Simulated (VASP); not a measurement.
Write the native input for VASP 6.6.1 that does the following.

```
Task                   : single point
Functional             : PBEsol
Potentials or basis    : VASP PAW PBE potentials, release 64 (K_sv, F)
Cutoff                 : 520 eV
k mesh                 : 9 × 9 × 9
Occupations            : fermi-dirac, width 0.01 eV
Spin                   : no spin polarisation
Dipole correction      : no
Further INCAR settings : ALGO = Normal; EDIFF = 1e-06; NBANDS = 15
```

The structure of KF lies in POSCAR:

```
KF
1.0
    0.0000000000      2.6645584616      2.6645584616
    2.6645584616      0.0000000000      2.6645584616
    2.6645584616      2.6645584616      0.0000000000
K F
1 1
Direct
    0.0000000000      0.0000000000      0.0000000000
    0.5000000000      0.5000000000      0.5000000000
```

These files were run (other wordings do the same):

INCAR

```
SYSTEM = KF
PREC = Accurate
ENCUT = 520
EDIFF = 1E-6
ISMEAR = -1
SIGMA = 0.01
LREAL = .False.
LASPH = .True.
NELM = 80
ALGO = Normal
ISIF = 2
LWAVE = .False.
LCHARG = .True.
GGA = PS
LELF = .True.
LVHAR = .True.
NBANDS = 15
```

KPOINTS

```
Automatic mesh
0
Gamma
  9 9 9
  0 0 0
```

Potentials or basis: VASP PAW PBE potentials, release 64 (K_sv, F).

Launch:

```bash
$ cat potpaw_PBE.64/K_sv/POTCAR potpaw_PBE.64/F/POTCAR > POTCAR
$ mpirun -np 1 vasp_std > vasp.out
```

Results of the run:

The pressure is -0.4 GPa and the band gap on the k mesh is 6.07 eV.

Caveat: the PAW data sets were made with another functional, which shifts forces and pressure a little; an odd mesh through Γ misses points on the zone boundary, where band edges can lie.

Wall time 39 s on 1 thread of Intel Xeon 8259CL, on a shared host, peak memory 0.16 GiB.
